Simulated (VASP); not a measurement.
# Ge (Fd-3m) in VASP: further runs

Ge is run at these levels: r2SCAN; tasks: single point, relaxation of cell and atoms.

Everything below comes from runs of VASP 6.6.1. Logs are shortened: lines on timing, memory, paths and dates and some standing lists are left out, and cuts for length are marked.

**1. The cell of the first run**

It takes space group Fd-3m (No. 227, cubic). The conventional cell has a = 5.672 Å, b = 5.672 Å, c = 5.672 Å, α = 90.00°, β = 90.00°, γ = 90.00°. Within 3.2 Å of Ge (site symmetry -43m) lie 4 Ge at 2.46 Å.

**2. Single point, r2SCAN**

The input, POSCAR:

```
Ge
1.0
    0.0000000000      2.8358356413      2.8358356413
    2.8358356413      0.0000000000      2.8358356413
    2.8358356413      2.8358356413      0.0000000000
Ge
2
Direct
    0.0000000000      0.0000000000      0.0000000000
    0.2500000000      0.2500000000      0.2500000000
```

The input, INCAR.step1:

```
PREC     = Accurate       # precision mode
ENCUT    = 520            # plane-wave cutoff, eV
ISMEAR   = -5             # smearing method
SIGMA    = 0.1            # smearing width, eV
LREAL    = F              # projectors in reciprocal space
LASPH    = T              # aspherical terms in the spheres
NELM     = 100            # most SCF steps
NBANDS   = 21             # bands
GGA      = PE             # functional
ALGO     = Normal         # electronic algorithm
EDIFF    = 1E-4           # SCF threshold, eV
LWAVE    = T              # write WAVECAR
LCHARG   = F              # write CHGCAR
```

The input, INCAR.step2:

```
PREC     = Accurate       # precision mode
ENCUT    = 520            # plane-wave cutoff, eV
EDIFF    = 1E-7           # SCF threshold, eV
ISMEAR   = -5             # smearing method
SIGMA    = 0.1            # smearing width, eV
LREAL    = F              # projectors in reciprocal space
LASPH    = T              # aspherical terms in the spheres
NELM     = 100            # most SCF steps
ALGO     = Normal         # electronic algorithm
ISIF     = 2              # what is computed and relaxed
LWAVE    = F              # write WAVECAR
LCHARG   = F              # write CHGCAR
METAGGA  = R2SCAN         # meta-GGA
LMIXTAU  = T            
NBANDS   = 21             # bands
ISTART   = 1
```

The input, KPOINTS:

```
Automatic mesh
0
Gamma
  6 6 6
```

Potentials or basis: VASP PAW PBE potentials, release 64 (Ge_d).

On the command line:

```
$ cat potpaw_PBE.64/Ge_d/POTCAR > POTCAR
$ cp INCAR.step1 INCAR
$ mpirun -np 1 vasp_std > vasp.out
$ cp INCAR.step2 INCAR
$ mpirun -np 1 vasp_std > vasp.out
```

OUTCAR:

```text
PREC = Accurate
   ENCUT = 520
   EDIFF = 1E-7
   ISMEAR = -5
   LREAL = F
   LASPH = T
   NELM = 100
   ISIF = 2
   METAGGA = R2SCAN
   ISTART = 1

 ion  position               nearest neighbor table
   1  0.000  0.000  0.000-   2 2.46   2 2.46   2 2.46   2 2.46
   2  0.250  0.250  0.250-   1 2.46   1 2.46   1 2.46   1 2.46

  LATTYP: Found a face centered cubic cell.
 ALAT       =     5.6716712826

  Lattice vectors:

 A1 = (   0.0000000000,   2.8358356413,   2.8358356413)
 A2 = (   2.8358356413,   0.0000000000,   2.8358356413)
 A3 = (   2.8358356413,   2.8358356413,   0.0000000000)

Analysis of symmetry for initial positions (statically):
=====================================================================
 Subroutine PRICEL returns:
 Original cell was already a primitive cell.

 Routine SETGRP: Setting up the symmetry group for a
 face centered cubic supercell.

 Subroutine GETGRP returns: Found 48 space group operations
 (whereof 24 operations were pure point group operations)
 out of a pool of 48 trial point group operations.

The static configuration has the point symmetry T_d .
 The point group associated with its full space group is O_h .

Analysis of symmetry for dynamics (positions and initial velocities):
=====================================================================
 Subroutine PRICEL returns:
 Original cell was already a primitive cell.

 Routine SETGRP: Setting up the symmetry group for a
 face centered cubic supercell.

 Subroutine GETGRP returns: Found 48 space group operations
 (whereof 24 operations were pure point group operations)
 out of a pool of 48 trial point group operations.

The dynamic configuration has the point symmetry T_d .
 The point group associated with its full space group is O_h .

 Subroutine INISYM returns: Found 48 space group operations
 (whereof 24 operations are pure point group operations),
 and found     1 'primitive' translations

----------------------------------------------------------------------------------------

                                     Primitive cell

  volume of cell :      45.6114

  direct lattice vectors                    reciprocal lattice vectors
     0.000000000  2.835835641  2.835835641    -0.176314873  0.176314873  0.176314873
     2.835835641  0.000000000  2.835835641     0.176314873 -0.176314873  0.176314873
     2.835835641  2.835835641  0.000000000     0.176314873  0.176314873 -0.176314873

  length of vectors
[... 73 lines left out ...]
   ENCUT  =  520.0 eV  38.22 Ry    6.18 a.u.   7.46  7.46  7.46*2*pi/ulx,y,z
   NELM   =    100;   NELMIN=  2; NELMDL=  0     # of ELM steps
   EDIFF  = 0.1E-06   stopping-criterion for ELM
   LREAL  =      F    real-space projection
   EDIFFG = 0.1E-05   stopping-criterion for IOM
   NSW    =      0    number of steps for IOM
   IBRION =     -1    ionic relax: 0-MD 1-quasi-New 2-CG
   NFREE  =      0    steps in history (QN), initial steepest desc. (CG)
   ISIF   =      2    stress and relaxation
   ISYM   =      2    0-nonsym 1-usesym 2-fastsym
   POTIM  = 0.5000    time-step for ionic-motion
   TEBEG  =    0.0;   TEEND  =   0.0 temperature during run
   PSTRESS=    0.0 pullay stress
   NELECT =      28.0000    total number of electrons
   NUPDOWN=      -1.0000    fix difference up-down
   EMIN   =  10.00;   EMAX   =-10.00  energy-range for DOS
   EFERMI =   0.00;   METHOD = LEGACY
   ISMEAR =    -5;   SIGMA  =   0.10  broadening in eV -4-tet -1-fermi 0-gaus
   EFERMI_NEDOS =   21; number of points for ismear=-14 and -15
   IALGO  =     38    algorithm
   IMIX   =      4    mixing-type and parameters
     AMIX     =   0.40;   BMIX     =  1.00
     AMIX_MAG =   1.60;   BMIX_MAG =  1.00
  volume/ion in A,a.u.               =      22.81       153.90
  Fermi-wavevector in a.u.,A,eV,Ry     =   1.391350  2.629271 26.338911  1.935855
  Thomas-Fermi vector in A             =   2.515198
   LORBIT       =      0    0 simple, 1 ext, 2 COOP (PROOUT), +10 PAW based schemes
   METAGGA = R2SCAN    functional components
   LHFCALC =     F    Hartree Fock is set to
   AEXX    =    0.0000 exact exchange contribution
   IVDW    =     0    specifies the selected vdW correction
   LEPSILON=     F    determine dielectric tensor
   LRPA    =     F    only Hartree local field effects (RPA)
 non-spin polarized calculation
 Fermi weights with tetrahedron method with Bloechl corrections
  energy-cutoff  :      520.00
  volume of cell :       45.61
 maximum number of plane-waves:      1243
 NGX is ok and might be reduce to    30
   NGX = 15   NGY = 15   NGZ = 15

 number of electron      28.0000016 magnetization

 Free energy of the ion-electron system (eV)
  ---------------------------------------------------
  ext. energy  EPLUGINS =         0.00000000
  ---------------------------------------------------
  free energy    TOTEN  =       -27.70516687 eV

  energy without entropy =      -27.70516687  energy(sigma->0) =      -27.70516687

 E-fermi :   4.7916     XC(G=0): -10.7763

 val. band max:        4.7366465360   @ k =   0.0000   0.0000   0.0000
 cond. band min:       5.0714221663   @ k =   0.0000   0.0000   0.0000
 fundamental gap:      0.3347756303
 Fermi energy:         4.7916023300

 k-point     1 :       0.0000    0.0000    0.0000
  band No.  band energies     occupation
      1     -20.7474      2.00000
      2     -20.7474      2.00000
      3     -20.7474      2.00000
      4     -20.7087      2.00000
      5     -20.7087      2.00000
      6     -20.4952      2.00000
[... 373 lines left out ...]
     20      16.3648      0.00000
     21      18.3604      0.00000

------------------------ aborting loop because EDIFF is reached ----------------------------------------

  FORCE on cell =-STRESS in cart. coord.  units (eV):
  Direction    XX          YY          ZZ          XY          YZ          ZX
  --------------------------------------------------------------------------------------
  -------------------------------------------------------------------------------------
  Total        0.0117923      0.0117923      0.0117923      0.0000000      0.0000000     -0.0000000
  in kB        0.4142241      0.4142241      0.4142241      0.0000000      0.0000000     -0.0000000
  external PRESSURE =       0.4142241 kB  Pullay stress =       0.0000000 kB

 VOLUME and BASIS-vectors are now :
 -----------------------------------------------------------------------------
  energy-cutoff  :      520.00
  volume of cell :       45.61
      direct lattice vectors                 reciprocal lattice vectors
     0.000000000  2.835835641  2.835835641    -0.176314873  0.176314873  0.176314873
     2.835835641  0.000000000  2.835835641     0.176314873 -0.176314873  0.176314873
     2.835835641  2.835835641  0.000000000     0.176314873  0.176314873 -0.176314873

 POSITION                                       TOTAL-FORCE (eV/Angst)
 -----------------------------------------------------------------------------------
      0.00000      0.00000      0.00000        -0.000000     -0.000000     -0.000000
      1.41792      1.41792      1.41792         0.000000      0.000000      0.000000
 -----------------------------------------------------------------------------------
    total drift:                                0.000000     -0.000000      0.000000

  FREE ENERGIE OF THE ION-ELECTRON SYSTEM (eV)
  ---------------------------------------------------
  free  energy   TOTEN  =       -27.7051668732 eV

  energy  without entropy=      -27.7051668732  energy(sigma->0) =      -27.70516687
```

Run time: 32 s. Hardware: 1 thread of Intel Xeon 6975P-C (Granite Rapids), shared host; peak memory 0.17 GiB.

What came out:

```yaml
Free_energy: -27.7052 eV
Pressure: 0.0 GPa
Band_gap_on_the_k_mesh: 0.33 eV, direct
```

Caveat: the PAW data sets were made with another functional, which shifts forces and pressure a little.

**3. Single point, r2SCAN**

The input, POSCAR:

```
Ge
1.0
    0.0000000000      2.8369986770      2.8369986770
    2.8369986770      0.0000000000      2.8369986770
    2.8369986770      2.8369986770      0.0000000000
Ge
2
Direct
    0.0000000000      0.0000000000      0.0000000000
    0.2500000000      0.2500000000      0.2500000000
```

The input, INCAR.step1:

```
ALGO = Normal ; EDIFF = 1E-4
ENCUT = 520 ; GGA = PE
ISMEAR = -5 ; LASPH = T
LCHARG = F ; LREAL = F
LWAVE = T ; NBANDS = 21
NELM = 60 ; PREC = Accurate
SIGMA = 0.1
```

The input, INCAR.step2:

```
ALGO = Normal ; EDIFF = 1E-7
ENCUT = 520 ; ISIF = 2
ISMEAR = -5 ; ISTART = 1
LASPH = T ; LCHARG = F
LMIXTAU = T ; LREAL = F
LWAVE = F ; METAGGA = R2SCAN
NBANDS = 21 ; NELM = 60
PREC = Accurate ; SIGMA = 0.1
```

The input, KPOINTS:

```
k-points
0
Gamma
  9 9 9
```

Potentials or basis: VASP PAW PBE potentials, release 64 (Ge_d).

On the command line:

```
$ cat potpaw_PBE.64/Ge_d/POTCAR > POTCAR
$ cp INCAR.step1 INCAR
$ mpirun -np 1 vasp_std > vasp.out
$ cp INCAR.step2 INCAR
$ mpirun -np 1 vasp_std > vasp.out
```

Run time: 60 s. Hardware: 1 thread of Intel Xeon 6975P-C (Granite Rapids), shared host; peak memory 0.18 GiB.

The run converged. Its results:

* Free energy: -27.7403 eV
* Pressure: 0.0 GPa
* Band gap on the k mesh: 0.32 eV, direct

Levels at points of the mesh, in eV from the valence-band top:
| k point | band 10 | band 11 | band 12 | band 13 | band 14 | band 15 | band 16 | band 17 | band 18 | band 19 |
| --- | --- | --- | --- | --- | --- | --- | --- | --- | --- | --- |
| (0.00, 0.00, 0.00) | -25.21 | -13.24 | 0.00 | 0.00 | 0.00 | 0.32 | 2.71 | 2.71 | 2.71 | 7.04 |

Caveat: the PAW data sets were made with another functional, which shifts forces and pressure a little. A k mesh can miss the band edges.

**4. Relaxation of cell and atoms, r2SCAN**

This run uses another cell than the first one, of 22.60 Å³/atom, 0.991 times its volume.

The input, POSCAR:

```
Ge
1.0
    0.0000000000      2.8273520000      2.8273520000
    2.8273520000      0.0000000000      2.8273520000
    2.8273520000      2.8273520000      0.0000000000
Ge
2
Direct
    0.0000000000      0.0000000000      0.0000000000
    0.2500000000      0.2500000000      0.2500000000
```

The input, INCAR.step1:

```
SYSTEM = Ge
PREC = Accurate
ENCUT = 600
ISMEAR = -5
SIGMA = 0.1
LREAL = .FALSE.
LASPH = .TRUE.
NELM = 100
GGA = PE
ALGO = Normal
EDIFF = 1E-4
LWAVE = .TRUE.
LCHARG = .FALSE.
```

The input, INCAR.step2:

```
SYSTEM = Ge
PREC = Accurate
ENCUT = 600
EDIFF = 1E-6
ISMEAR = -5
SIGMA = 0.1
LREAL = .FALSE.
LASPH = .TRUE.
NELM = 100
ALGO = Normal
ISIF = 3
LWAVE = .FALSE.
LCHARG = .FALSE.
METAGGA = R2SCAN
LMIXTAU = .TRUE.
IBRION = 2
NSW = 60
EDIFFG = -0.01
ISTART = 1
```

The input, KPOINTS:

```
regular mesh
0
G
  6 6 6
  0 0 0
```

Potentials or basis: VASP PAW PBE potentials, release 64 (Ge_d).

On the command line:

```
$ cat potpaw_PBE.64/Ge_d/POTCAR > POTCAR
$ cp INCAR.step1 INCAR
$ mpirun -np 1 vasp_std > vasp.out
$ cp INCAR.step2 INCAR
$ mpirun -np 1 vasp_std > vasp.out
```

OUTCAR:

```text
SYSTEM = Ge
   PREC = Accurate
   ENCUT = 600
   EDIFF = 1E-6
   ISMEAR = -5
   LREAL = .FALSE.
   LASPH = .TRUE.
   NELM = 100
   ISIF = 3
   METAGGA = R2SCAN
   IBRION = 2
   NSW = 60
   EDIFFG = -0.01
   ISTART = 1

 ion  position               nearest neighbor table
   1  0.000  0.000  0.000-   2 2.45   2 2.45   2 2.45   2 2.45
   2  0.250  0.250  0.250-   1 2.45   1 2.45   1 2.45   1 2.45

  LATTYP: Found a face centered cubic cell.
 ALAT       =     5.6547040000

  Lattice vectors:

 A1 = (   0.0000000000,   2.8273520000,   2.8273520000)
 A2 = (   2.8273520000,   0.0000000000,   2.8273520000)
 A3 = (   2.8273520000,   2.8273520000,   0.0000000000)

[... 175 lines left out ...]
  Direction    XX          YY          ZZ          XY          YZ          ZX
  --------------------------------------------------------------------------------------
  -------------------------------------------------------------------------------------
  Total        0.2257325      0.2257325      0.2257325     -0.0000000     -0.0000000     -0.0000000
  in kB        8.0008287      8.0008287      8.0008287     -0.0000000     -0.0000000     -0.0000000
  external PRESSURE =       8.0008287 kB  Pullay stress =       0.0000000 kB
[... 59 lines left out ...]
--------------------------------------- Ionic step        3  -------------------------------------------

 number of electron      28.0000019 magnetization

 Free energy of the ion-electron system (eV)
  ---------------------------------------------------
  ext. energy  EPLUGINS =         0.00000000
  ---------------------------------------------------
  free energy    TOTEN  =       -27.70652158 eV

  energy without entropy =      -27.70652158  energy(sigma->0) =      -27.70652158

 E-fermi :   4.8042     XC(G=0): -10.7709

 val. band max:        4.7262947396   @ k =   0.0000   0.0000   0.0000
 cond. band min:       5.0517795912   @ k =   0.0000   0.0000   0.0000
 fundamental gap:      0.3254848516
 Fermi energy:         4.8042228619

 k-point     1 :       0.0000    0.0000    0.0000
  band No.  band energies     occupation
      1     -20.7556      2.00000
      2     -20.7556      2.00000
      3     -20.7556      2.00000
      4     -20.7169      2.00000
      5     -20.7169      2.00000
      6     -20.5041      2.00000
[... 354 lines left out ...]
  FREE ENERGIE OF THE ION-ELECTRON SYSTEM (eV)
  ---------------------------------------------------
  free  energy   TOTEN  =       -27.7065215759 eV

  energy  without entropy=      -27.7065215759  energy(sigma->0) =      -27.70652158

 reached required accuracy - stopping structural energy minimisation
```

Run time: 51 s. Hardware: 1 thread of Intel Xeon 6975P-C (Granite Rapids), shared host; peak memory 0.19 GiB.

Results:

```yaml
Free_energy: -27.7065 eV
Relaxed_volume: 22.83 Å³/atom
Relaxed_cell: a = 4.012 Å, b = 4.012 Å, c = 4.012 Å, α = 60.00°, β = 60.00°, γ = 60.00°
Space_group_after_relaxing_to_0.05_Å: Fd-3m (No. 227)
Energy_gained_by_relaxing: 0.6 meV/atom
Ionic_steps: 3
Pressure_after_relaxing: 0.0 GPa
Band_gap_on_the_k_mesh: 0.33 eV, direct
```

Step by step:
```tsv
step	energy change (eV)	largest force (eV/Å)	pressure (GPa)	volume (Å³)
1	0.0000	0.0000	0.80	45.20
2	-0.0007	0.0000	-0.34	45.95
3	-0.0011	0.0000	0.01	45.66
```

Final structure:
```
Ge
1.0
     0.00000    2.83681    2.83681
     2.83681    0.00000    2.83681
     2.83681    2.83681    0.00000
Ge
2
Direct
  0.00000 0.00000 0.00000
  0.25000 0.25000 0.25000
```

Caveat: the PAW data sets were made with another functional, which shifts forces and pressure a little.

**5. Relaxation of cell and atoms, r2SCAN**

This run uses another cell than the first one, of 22.60 Å³/atom, 0.991 times its volume.

POSCAR is that of step 4.

The input, INCAR.step1:

```
PREC = Accurate
ENCUT = 600
ISMEAR = -5
SIGMA = 0.1
LREAL = F
LASPH = T
NELM = 80
GGA = PE
ALGO = Normal
EDIFF = 1E-4
LWAVE = T
LCHARG = F
```

The input, INCAR.step2:

```
PREC = Accurate
ENCUT = 600
EDIFF = 1E-7
ISMEAR = -5
SIGMA = 0.1
LREAL = F
LASPH = T
NELM = 80
ALGO = Normal
ISIF = 3
LWAVE = F
LCHARG = F
METAGGA = R2SCAN
LMIXTAU = T
IBRION = 2
NSW = 60
EDIFFG = -0.01
ISTART = 1
```

The input, KPOINTS:

```
Automatic mesh
0
Gamma
  9 9 9
```

On the command line:

```
$ cat potpaw_PBE.64/Ge_d/POTCAR > POTCAR
$ cp INCAR.step1 INCAR
$ mpirun -np 1 vasp_std > vasp.out
$ cp INCAR.step2 INCAR
$ mpirun -np 1 vasp_std > vasp.out
```

Run time: 96 s. Hardware: 1 thread of Intel Xeon 6975P-C (Granite Rapids), shared host; peak memory 0.2 GiB.

Results (log left out):

| Property | Result |
| --- | --- |
| Free energy | -27.7417 eV |
| Relaxed volume | 22.86 Å³/atom |
| Relaxed cell | a = 4.014 Å, b = 4.014 Å, c = 4.014 Å, α = 60.00°, β = 60.00°, γ = 60.00° |
| Space group after relaxing (to 0.05 Å) | Fd-3m (No. 227) |
| Energy gained by relaxing | 0.7 meV/atom |
| Ionic steps | 3 |
| Pressure after relaxing | 0.0 GPa |
| Band gap on the k mesh | 0.31 eV, direct |

The path:
| step | energy change (eV) | largest force (eV/Å) | pressure (GPa) | volume (Å³) |
| --- | --- | --- | --- | --- |
| 1 | 0.0000 | 0.0000 | 0.86 | 45.20 |
| 2 | -0.0010 | 0.0000 | -0.30 | 46.00 |
| 3 | -0.0014 | 0.0000 | 0.01 | 45.72 |

Final structure:
```yaml
crystal:
  lattice:
    - [0.00000, 2.83812, 2.83812]
    - [2.83812, 0.00000, 2.83812]
    - [2.83812, 2.83812, 0.00000]
  atoms:
    - { symbol: Ge, position: [0.00000, 0.00000, 0.00000] }
    - { symbol: Ge, position: [0.25000, 0.25000, 0.25000] }
```

Levels at points of the mesh, in eV from the valence-band top:
```tsv
k point	band 10	band 11	band 12	band 13	band 14	band 15	band 16	band 17	band 18
(0.00, 0.00, 0.00)	-25.21	-13.23	0.00	0.00	0.00	0.31	2.71	2.71	2.71
```

Caveat: the PAW data sets were made with another functional, which shifts forces and pressure a little. A k mesh can miss the band edges.

**6. Single point, r2SCAN**

This run uses another cell than the first one, of 22.60 Å³/atom, 0.991 times its volume.

POSCAR is that of step 5.

The input, INCAR.step1:

```
ALGO = Normal
EDIFF = 1E-4
ENCUT = 520
GGA = PE
ISMEAR = -5
LASPH = T
LCHARG = F
LREAL = F
LWAVE = T
NBANDS = 21
NELM = 100
PREC = Accurate
SIGMA = 0.1
```

The input, INCAR.step2:

```
ALGO = Normal
EDIFF = 1E-7
ENCUT = 520
ISIF = 2
ISMEAR = -5
ISTART = 1
LASPH = T
LCHARG = T
LELF = T
LMIXTAU = T
LREAL = F
LVHAR = T
LWAVE = F
METAGGA = R2SCAN
NBANDS = 21
NELM = 100
PREC = Accurate
SIGMA = 0.1
```

The input, KPOINTS:

```
k-points
0
Gamma
  8 8 8
```

Potentials or basis: VASP PAW PBE potentials, release 64 (Ge_d).

On the command line:

```
$ cat potpaw_PBE.64/Ge_d/POTCAR > POTCAR
$ cp INCAR.step1 INCAR
$ mpirun -np 1 vasp_std > vasp.out
$ cp INCAR.step2 INCAR
$ mpirun -np 1 vasp_std > vasp.out
```

Run time: 4.2 min. Hardware: 1 thread of AMD EPYC 7R13, shared host; peak memory 0.15 GiB.

The run converged. Its results:

```yaml
Free_energy: -27.7346 eV
Pressure: 0.8 GPa
Band_gap_on_the_k_mesh: 0.42 eV, direct
```

Levels at points of the mesh, in eV from the valence-band top:
```tsv
k point	band 11	band 12	band 13	band 14	band 15	band 16	band 17	band 18
(0.00, 0.00, 0.00)	-13.32	0.00	0.00	0.00	0.42	2.71	2.71	2.71
(0.50, 0.00, 0.00)	-11.12	-7.88	-1.49	-1.49	0.45	4.00	4.00	7.66
(0.50, 0.50, 0.00)	-9.22	-9.22	-3.23	-3.23	0.97	0.97	10.12	10.12
```

Caveat: the PAW data sets were made with another functional, which shifts forces and pressure a little. r2SCAN opens gaps a little over a GGA but as a rule still falls short of measured ones.

**7. Summary**

| task | cell | k mesh | cutoff (eV) | gap on the mesh (eV) | pressure (GPa) | relaxed volume (Å³/atom) |
| --- | --- | --- | --- | --- | --- | --- |
| single point | a = 4.010 Å, angles 60.0°, 2 atoms | 6 × 6 × 6 | 520 | 0.33 | 0.0 | - |
| single point | a = 4.012 Å, angles 60.0°, 2 atoms | 9 × 9 × 9 | 520 | 0.32 | 0.0 | - |
| relaxation of cell and atoms | relaxed from a = 3.998 Å, angles 60.0°, 2 atoms | 6 × 6 × 6 | 600 | 0.33 | 0.0 | 22.83 |
| relaxation of cell and atoms | relaxed from a = 3.998 Å, angles 60.0°, 2 atoms | 9 × 9 × 9 | 600 | 0.31 | 0.0 | 22.86 |
| single point | a = 3.998 Å, angles 60.0°, 2 atoms | 8 × 8 × 8 | 520 | 0.42 | 0.8 | - |

Alike in all rows: level r2SCAN; potentials or basis VASP PAW PBE potentials, release 64 (Ge_d); no spin polarisation; smearing tetrahedron.

Caveats: the PAW data sets were made with another functional, which shifts forces and pressure a little.

Absolute energies hang on the potentials; compare differences alone.
